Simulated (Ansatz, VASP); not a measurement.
Ga in VASP and in Ansatz

```
Ga
1.0
     0.00000    2.05420    2.05420
     2.05420    0.00000    2.05420
     2.05420    2.05420    0.00000
Ga
1
Direct
  0.00000 0.00000 0.00000
```

Alike in both runs: functional PBEsol; k mesh 6 × 6 × 6; occupations gaussian, width 0.1 eV; no spin polarisation.

Ansatz relaxed the structure, and its values are those at the end. VASP's run is a single point on that final structure, the one shown.

|  | VASP | Ansatz |
| --- | --- | --- |
| version | VASP 6.6.1 | Ansatz 0.2.0 |
| potentials or method | VASP PAW PBE potentials, release 64 (Ga_d), cutoff 500 eV | scalar-relativistic, plane waves, PAW |
| valence electrons in the cell | 13 | 13 |

|  | VASP | Ansatz | Ansatz less VASP |
| --- | --- | --- | --- |
| gap on the k mesh at the Fermi level (eV) | none | none | - |
| pressure (GPa) | -0.3 | -0.4 | -0.03 |

VASP's potentials were made for PBE, not for PBEsol. A gap of «none» marks a metal or a gap that the smearing closes.

The k mesh is coarse, so the values compare programs but aren't converged.
